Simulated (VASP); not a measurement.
# SnSe2 (P-3m1) in VASP: further runs

The runs below take SnSe2 through single point, with PBE.

Program: VASP 6.6.1. These are calculated values, not measurements. Logs are shortened: lines on timing, memory, paths and dates and some standing lists are left out, and cuts for length are marked.

## (1) The cell of the first run

The structure is trigonal, space group P-3m1 (No. 164). Conventional cell: a = 3.872 Å, b = 3.872 Å, c = 6.971 Å, α = 90.00°, β = 90.00°, γ = 120.00°. Sn (site symmetry -3m) has 6 Se at 2.75 Å within 3.6 Å. Se (site symmetry 3m) has 3 Sn at 2.75 Å within 3.6 Å.

## (2) Single point, PBE

Input file INCAR:

```
SYSTEM = SnSe2
PREC = Accurate
ENCUT = 520
EDIFF = 1E-7
ISMEAR = 0
SIGMA = 0.02
LREAL = .FALSE.
LASPH = .TRUE.
NELM = 60
ALGO = Normal
ISIF = 2
LWAVE = .FALSE.
LCHARG = .FALSE.
GGA = PE
NBANDS = 20
```

Input file KPOINTS:

```
Automatic mesh
0
G
  12 12 4
  0 0 0
```

Input file POSCAR:

```
SnSe2
1.0
    3.8716723119      0.0000000000      0.0000000000
   -1.9358361559      3.3529665772      0.0000000000
    0.0000000000      0.0000000000      6.9711010427
Sn Se
1 2
Direct
    0.0000000000      0.0000000000      0.0000000000
    0.6666666667      0.3333333333      0.7712614529
    0.3333333333      0.6666666667      0.2287385471
```

Potentials or basis: VASP PAW PBE potentials, release 64 (Sn_d, Se).

Started as:

```bash
cat potpaw_PBE.64/Sn_d/POTCAR potpaw_PBE.64/Se/POTCAR > POTCAR
mpirun -np 1 vasp_std > vasp.out
```

OUTCAR:

```text
SYSTEM = SnSe2
   PREC = Accurate
   ENCUT = 520
   EDIFF = 1E-7
   ISMEAR = 0
   LREAL = .FALSE.
   LASPH = .TRUE.
   NELM = 60
   ISIF = 2
   GGA = PE

 ion  position               nearest neighbor table
   1  0.000  0.000  0.000-   2 2.75   3 2.75   3 2.75   2 2.75   2 2.75   3 2.75
   2  0.667  0.333  0.771-   1 2.75   1 2.75   1 2.75
   3  0.333  0.667  0.229-   1 2.75   1 2.75   1 2.75

  LATTYP: Found a hexagonal cell.
 ALAT       =     3.8716723119
 C/A-ratio  =     1.8005400460

  Lattice vectors:

 A1 = (   3.8716723119,   0.0000000000,   0.0000000000)
 A2 = (  -1.9358361559,   3.3529665772,   0.0000000000)
 A3 = (   0.0000000000,   0.0000000000,   6.9711010427)

Analysis of symmetry for initial positions (statically):
=====================================================================
 Subroutine PRICEL returns:
 Original cell was already a primitive cell.

 Routine SETGRP: Setting up the symmetry group for a
 hexagonal supercell.

 Subroutine GETGRP returns: Found 12 space group operations
 (whereof 12 operations were pure point group operations)
 out of a pool of 24 trial point group operations.

The static configuration has the point symmetry D_3d.

Analysis of symmetry for dynamics (positions and initial velocities):
=====================================================================
 Subroutine PRICEL returns:
 Original cell was already a primitive cell.

 Routine SETGRP: Setting up the symmetry group for a
 hexagonal supercell.

 Subroutine GETGRP returns: Found 12 space group operations
 (whereof 12 operations were pure point group operations)
 out of a pool of 24 trial point group operations.

The dynamic configuration has the point symmetry D_3d.

 Subroutine INISYM returns: Found 12 space group operations
 (whereof 12 operations are pure point group operations),
 and found     1 'primitive' translations

----------------------------------------------------------------------------------------

                                     Primitive cell

  volume of cell :      90.4960

  direct lattice vectors                    reciprocal lattice vectors
     3.871672312  0.000000000  0.000000000     0.258286322  0.149121677  0.000000000
    -1.935836156  3.352966577  0.000000000     0.000000000  0.298243355  0.000000000
     0.000000000  0.000000000  6.971101043     0.000000000  0.000000000  0.143449362

  length of vectors
     3.871672312  3.871672312  6.971101043     0.298243355  0.298243355  0.143449362

  position of ions in fractional coordinates (direct lattice)
     0.000000000  0.000000000  0.000000000
     0.666666667  0.333333333  0.771261453
     0.333333333  0.666666667  0.228738547

  ion indices of the primitive-cell ions
   primitive index   ion index
                 1           1
                 2           2
                 3           3

----------------------------------------------------------------------------------------

 KPOINTS: Automatic mesh

Automatic generation of k-mesh.
 Grid dimensions read from file:
 generate k-points for:   12   12    4

 Generating k-lattice:

  Cartesian coordinates                     Fractional coordinates (reciprocal lattice)
     0.021523860  0.012426806  0.000000000     0.083333333  0.000000000  0.000000000
     0.000000000  0.024853613  0.000000000     0.000000000  0.083333333  0.000000000
     0.000000000  0.000000000  0.035862341     0.000000000  0.000000000  0.250000000

  Length of vectors
     0.024853613  0.024853613  0.035862341

  Shift w.r.t. Gamma in fractional coordinates (k-lattice)
     0.000000000  0.000000000  0.000000000

 Subroutine IBZKPT returns following result:
 ===========================================

 Found     69 irreducible k-points:

 Following reciprocal coordinates:
            Coordinates               Weight
  0.000000  0.000000  0.000000      1.000000
  0.083333  0.000000  0.000000      6.000000
  0.166667  0.000000  0.000000      6.000000
  0.250000 -0.000000  0.000000      6.000000
  0.333333  0.000000  0.000000      6.000000
  0.416667  0.000000  0.000000      6.000000
[... 16 lines left out ...]
  0.166667  0.000000  0.250000      6.000000
  0.000000  0.166667  0.250000      6.000000
 [... further k-points ...]
   k-points           NKPTS =     69   k-points in BZ     NKDIM =     69   number of bands    NBANDS=     20
   number of dos      NEDOS =    301   number of ions     NIONS =      3
   total plane-waves  NPLWV =  48600
   dimension x,y,z NGX =    30 NGY =   30 NGZ =   54
   dimension x,y,z NGXF=    60 NGYF=   60 NGZF=  108
   ions per type =               1   2
   NGX,Y,Z   is equivalent  to a cutoff of  12.88, 12.88, 12.88 a.u.
   NGXF,Y,Z  is equivalent  to a cutoff of  25.76, 25.76, 25.76 a.u.
 SYSTEM =  SnSe2
   PREC   = accura    normal or accurate (medium, high low for compatibility)
   ISTART =      0    job   : 0-new  1-cont  2-samecut
   ICHARG =      2    charge: 1-file 2-atom 10-const
   ISPIN  =      1    spin polarized calculation?
   LNONCOLLINEAR =      F non collinear calculations
   LSORBIT =      F    spin-orbit coupling
   LASPH  =      T    aspherical Exc in radial PAW
   ENCUT  =  520.0 eV  38.22 Ry    6.18 a.u.   7.20  7.20 12.96*2*pi/ulx,y,z
   NELM   =     60;   NELMIN=  2; NELMDL= -5     # of ELM steps
   EDIFF  = 0.1E-06   stopping-criterion for ELM
   LREAL  =      F    real-space projection
   EDIFFG = 0.1E-05   stopping-criterion for IOM
   NSW    =      0    number of steps for IOM
   IBRION =     -1    ionic relax: 0-MD 1-quasi-New 2-CG
   NFREE  =      0    steps in history (QN), initial steepest desc. (CG)
   ISIF   =      2    stress and relaxation
   ISYM   =      2    0-nonsym 1-usesym 2-fastsym
   POTIM  = 0.5000    time-step for ionic-motion
   TEBEG  =    0.0;   TEEND  =   0.0 temperature during run
   PSTRESS=    0.0 pullay stress
   NELECT =      26.0000    total number of electrons
   NUPDOWN=      -1.0000    fix difference up-down
   EMIN   =  10.00;   EMAX   =-10.00  energy-range for DOS
   EFERMI =   0.00;   METHOD = LEGACY
   ISMEAR =     0;   SIGMA  =   0.02  broadening in eV -4-tet -1-fermi 0-gaus
   EFERMI_NEDOS =   21; number of points for ismear=-14 and -15
   IALGO  =     38    algorithm
   IMIX   =      4    mixing-type and parameters
     AMIX     =   0.40;   BMIX     =  1.00
     AMIX_MAG =   1.60;   BMIX_MAG =  1.00
  volume/ion in A,a.u.               =      30.17       203.57
  Fermi-wavevector in a.u.,A,eV,Ry     =   1.080247  2.041370 15.877082  1.166933
  Thomas-Fermi vector in A             =   2.216233
   LORBIT       =      0    0 simple, 1 ext, 2 COOP (PROOUT), +10 PAW based schemes
   GGA     = PE    functional components
   LHFCALC =     F    Hartree Fock is set to
   AEXX    =    0.0000 exact exchange contribution
   IVDW    =     0    specifies the selected vdW correction
   LEPSILON=     F    determine dielectric tensor
   LRPA    =     F    only Hartree local field effects (RPA)
 non-spin polarized calculation
 Gauss-broadening in eV      SIGMA  =   0.02
  energy-cutoff  :      520.00
  volume of cell :       90.50
 maximum number of plane-waves:      2458
 NGX is ok and might be reduce to    30
   NGX = 15   NGY = 15   NGZ = 25

 number of electron      25.9999991 magnetization

 Free energy of the ion-electron system (eV)
  ---------------------------------------------------
  ext. energy  EPLUGINS =         0.00000000
  ---------------------------------------------------
  free energy    TOTEN  =       -11.87448044 eV

  energy without entropy =      -11.87448044  energy(sigma->0) =      -11.87448044

 E-fermi :   2.6678     XC(G=0):  -8.6073

 val. band max:        2.5633399446   @ k =   0.1667   0.0000   0.0000
 cond. band min:       3.2606795348   @ k =   0.5000  -0.0000   0.5000
 fundamental gap:      0.6973395902
 Fermi energy:         2.6677640714

 k-point     1 :       0.0000    0.0000    0.0000
  band No.  band energies     occupation
      1     -18.5523      2.00000
      2     -18.5523      2.00000
      3     -18.5199      2.00000
      4     -18.5107      2.00000
      5     -18.5107      2.00000
      6     -10.7906      2.00000
[... 12 lines left out ...]
     19      11.4467      0.00000
     20      11.4683      0.00000

 k-point     2 :       0.0833    0.0000    0.0000
  band No.  band energies     occupation
      1     -18.5546      2.00000
      2     -18.5500      2.00000
      3     -18.5183      2.00000
      4     -18.5123      2.00000
      5     -18.5106      2.00000
      6     -10.7275      2.00000
[... 12 lines left out ...]
     19      10.7963      0.00000
     20      11.4819      0.00000

 k-point     3 :       0.1667    0.0000    0.0000
  band No.  band energies     occupation
      1     -18.5614      2.00000
      2     -18.5442      2.00000
      3     -18.5173      2.00000
      4     -18.5125      2.00000
      5     -18.5099      2.00000
      6     -10.5427      2.00000
[... 12 lines left out ...]
     19      10.7422      0.00000
     20      11.2460      0.00000

 k-point     4 :       0.2500   -0.0000    0.0000
  band No.  band energies     occupation
      1     -18.5719      2.00000
      2     -18.5379      2.00000
      3     -18.5220      2.00000
      4     -18.5071      2.00000
      5     -18.5057      2.00000
      6     -10.2533      2.00000
[... 12 lines left out ...]
     19      11.0228      0.00000
     20      11.0766      0.00000

 k-point     5 :       0.3333    0.0000    0.0000
  band No.  band energies     occupation
      1     -18.5830      2.00000
      2     -18.5342      2.00000
      3     -18.5265      2.00000
      4     -18.5018      2.00000
      5     -18.4983      2.00000
      6      -9.8959      2.00000
[... 12 lines left out ...]
     19      10.9859      0.00000
     20      11.7297      0.00000
[... 353 lines left out ...]
      6     -10.7052      2.00000
[... 12 lines left out ...]
     19      10.6879      0.00000
     20      11.4567      0.00000

 k-point    22 :       0.0000    0.0833    0.2500
  band No.  band energies     occupation
      1     -18.5546      2.00000
      2     -18.5500      2.00000
      3     -18.5184      2.00000
      4     -18.5123      2.00000
      5     -18.5107      2.00000
      6     -10.7052      2.00000
[... 12 lines left out ...]
     19      10.8766      0.00000
     20      11.3122      0.00000

 k-point    23 :       0.1667    0.0000    0.2500
  band No.  band energies     occupation
      1     -18.5614      2.00000
      2     -18.5442      2.00000
      3     -18.5173      2.00000
      4     -18.5125      2.00000
      5     -18.5099      2.00000
      6     -10.5210      2.00000
[... 12 lines left out ...]
     19      10.6129      0.00000
     20      11.5273      0.00000

 k-point    24 :       0.0000    0.1667    0.2500
  band No.  band energies     occupation
      1     -18.5614      2.00000
      2     -18.5442      2.00000
      3     -18.5173      2.00000
      4     -18.5125      2.00000
      5     -18.5099      2.00000
      6     -10.5210      2.00000
[... 12 lines left out ...]
     19      10.6676      0.00000
     20      11.0549      0.00000

 [... further k-points ...]
[... 5 lines left out ...]
  --------------------------------------------------------------------------------------
  -------------------------------------------------------------------------------------
  Total        0.0313885      0.0313885      0.0432013      0.0000000      0.0000000     -0.0000000
  in kB        0.5557143      0.5557143      0.7648534      0.0000000      0.0000000     -0.0000000
  external PRESSURE =       0.6254274 kB  Pullay stress =       0.0000000 kB

 VOLUME and BASIS-vectors are now :
 -----------------------------------------------------------------------------
  energy-cutoff  :      520.00
  volume of cell :       90.50
      direct lattice vectors                 reciprocal lattice vectors
     3.871672312  0.000000000  0.000000000     0.258286322  0.149121677  0.000000000
    -1.935836156  3.352966577  0.000000000     0.000000000  0.298243355  0.000000000
     0.000000000  0.000000000  6.971101043     0.000000000  0.000000000  0.143449362

 POSITION                                       TOTAL-FORCE (eV/Angst)
 -----------------------------------------------------------------------------------
      0.00000      0.00000      0.00000        -0.000000      0.000000     -0.000000
      1.93584      1.11766      5.37654        -0.000000      0.000000     -0.013437
     -0.00000      2.23531      1.59456         0.000000     -0.000000      0.013437
 -----------------------------------------------------------------------------------
    total drift:                                0.000000      0.000000      0.000000

  FREE ENERGIE OF THE ION-ELECTRON SYSTEM (eV)
  ---------------------------------------------------
  free  energy   TOTEN  =       -11.8744804424 eV

  energy  without entropy=      -11.8744804424  energy(sigma->0) =      -11.87448044
```

Run time: 83 s. Hardware: 1 thread of Intel Xeon Platinum 8488C (Sapphire Rapids), shared host; peak memory 0.28 GiB.

Results:

```
Free energy            : -11.8745 eV
Pressure               : 0.1 GPa
Largest force          : 0.013 eV/Å
Band gap on the k mesh : 0.70 eV, indirect (least direct gap 1.08 eV)
```

Forces in eV/Å, atoms in the order of the input:
```
Sn   0.000  0.000  0.000
Se   0.000  0.000 -0.013
Se   0.000  0.000  0.013
```

Caveat: spin-orbit coupling is left out, which moves the levels of the heavy elements; this functional lacks dispersion, which binds the layers, so the pressure and a relaxed spacing across them are unreliable.

## (3) Single point, PBE (biaxial strain in the a-b plane: +6.0 %)

Input file INCAR:

```
PREC     = Accurate       # precision mode
ENCUT    = 520            # plane-wave cutoff, eV
EDIFF    = 1E-6           # SCF threshold, eV
ISMEAR   = 0              # smearing method
SIGMA    = 0.02           # smearing width, eV
LREAL    = False          # projectors in reciprocal space
LASPH    = True           # aspherical terms in the spheres
NELM     = 60             # most SCF steps
ALGO     = Normal         # electronic algorithm
ISIF     = 2              # what is computed and relaxed
LWAVE    = False          # write WAVECAR
LCHARG   = True           # write CHGCAR
GGA      = PE             # functional
LELF     = True           # ELF
LVHAR    = True         
NBANDS   = 20             # bands
```

Input file KPOINTS:

```
regular mesh
0
Gamma
  12 12 4
```

Input file POSCAR:

```
SnSe2
1.0
    4.1039726522      0.0000000000      0.0000000000
   -2.0519863261      3.5541445732      0.0000000000
    0.0000000000      0.0000000000      6.7201413902
Sn Se
1 2
Direct
    0.0000000000      0.0000000000      0.0000000000
    0.6666666667      0.3333333333      0.7645401475
    0.3333333333      0.6666666667      0.2354598525
```

Potentials or basis: VASP PAW PBE potentials, release 64 (Sn_d, Se).

Started as:

```bash
cat potpaw_PBE.64/Sn_d/POTCAR potpaw_PBE.64/Se/POTCAR > POTCAR
mpirun -np 1 vasp_std > vasp.out
```

Wall time 60 s (1 thread of Intel Xeon Platinum 8559C (Emerald Rapids), shared host); peak memory 0.3 GiB.

The run converged. Its results:

```yaml
Free_energy: -11.6728 eV
Pressure: -4.5 GPa
Largest_force: 0.414 eV/Å
Band_gap_on_the_k_mesh: 0.41 eV, indirect (least direct gap 0.44 eV)
```

Forces on the atoms (eV/Å):
```
Sn   0.000  0.000  0.000
Se   0.000  0.000  0.414
Se   0.000  0.000 -0.414
```

Stress tensor (GPa, compression positive):
```
-5.59  0.00  0.00
 0.00 -5.59  0.00
 0.00  0.00 -2.34
```

Levels at points of the mesh, in eV from the valence-band top:
```csv
k point,band 11,band 12,band 13,band 14,band 15,band 16
"(0.00, 0.00, 0.00)",-0.35,-0.35,-0.03,0.41,2.62,4.15
"(0.50, 0.00, 0.00)",-2.02,-0.60,-0.28,0.79,3.62,5.15
"(0.00, 0.00, 0.50)",-0.67,-0.28,-0.28,1.38,2.50,4.03
"(0.50, 0.00, 0.50)",-1.58,-0.48,-0.45,0.63,4.03,5.00
```

Caveat: the cell differs from its parent crystal (biaxial strain in the a-b plane: +6.0 %); spin-orbit coupling is left out, which moves the levels of the heavy elements; this functional lacks dispersion, which binds the layers, so the pressure and a relaxed spacing across them are unreliable.

(Continued in part 2 of 3.)
